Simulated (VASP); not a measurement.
CuO: single point with BLYP

The system is CuO.

```xyz
4
Lattice="2.3289 -1.7019 0.0000 2.3289 1.7019 0.0000 -0.8548 0.0000 5.0255" Properties=species:S:1:pos:R:3 pbc="T T T"
Cu    1.1645    0.8401    0.0000
Cu    0.7371   -0.8401    2.5127
O     2.0585   -0.2822    1.2750
O     1.6311    0.2822    3.7877
```

* Program: VASP 6.6.1
* Task: single point
* Functional: BLYP
* Potentials or basis: VASP PAW PBE potentials, release 64 (Cu, O)
* Cutoff: 520 eV
* k mesh: 10 × 10 × 5
* Occupations: fermi-dirac, width 0.05 eV
* Spin: no spin polarisation
* Dipole correction: no
* Further INCAR settings: ALGO = Normal; EDIFF = 1e-06; NBANDS = 25

```yaml
Pressure: 17.6 GPa
Largest_force: 0.890 eV/Å
Band_gap_on_the_k_mesh: zero (bands 17 and 18 overlap by 0.60 eV)
```

Forces on the atoms (eV/Å):
```
Cu  -0.730  0.419  0.289
Cu  -0.730 -0.419  0.289
O    0.730  0.157 -0.289
O    0.730 -0.157 -0.289
```

Stress tensor (GPa, compression positive):
```
17.67  0.00 -2.63
 0.00 16.82  0.00
-2.63  0.00 18.38
```

Levels at points of the mesh, in eV from the Fermi level:
| k point | band 13 | band 14 | band 15 | band 16 | band 17 | band 18 | band 19 | band 20 | band 21 | band 22 |
| --- | --- | --- | --- | --- | --- | --- | --- | --- | --- | --- |
| (0.00, 0.00, 0.00) | -2.43 | -2.34 | -2.25 | -1.76 | 0.21 | 0.93 | 1.95 | 6.38 | 8.31 | 13.53 |
| (0.50, 0.00, 0.00) | -2.17 | -1.69 | -1.57 | -1.48 | -0.03 | 0.29 | 5.04 | 6.58 | 7.10 | 11.36 |
| (0.50, 0.50, 0.00) | -2.26 | -2.22 | -1.70 | -1.31 | -0.71 | 1.08 | 3.56 | 7.19 | 8.68 | 10.18 |

It took 3.6 min on 1 thread of Intel Xeon 8259CL (shared host), peak memory 0.25 GiB.

Caveat: the cell stands under pressure; the PAW data sets were made with another functional, which shifts forces and pressure a little; semilocal functionals often make such compounds metallic where correlation or magnetic order opens a gap, which also shifts bond lengths. With open d or f shells a metallic result of BLYP can be an artefact of self-interaction; +U or a hybrid may open a gap.
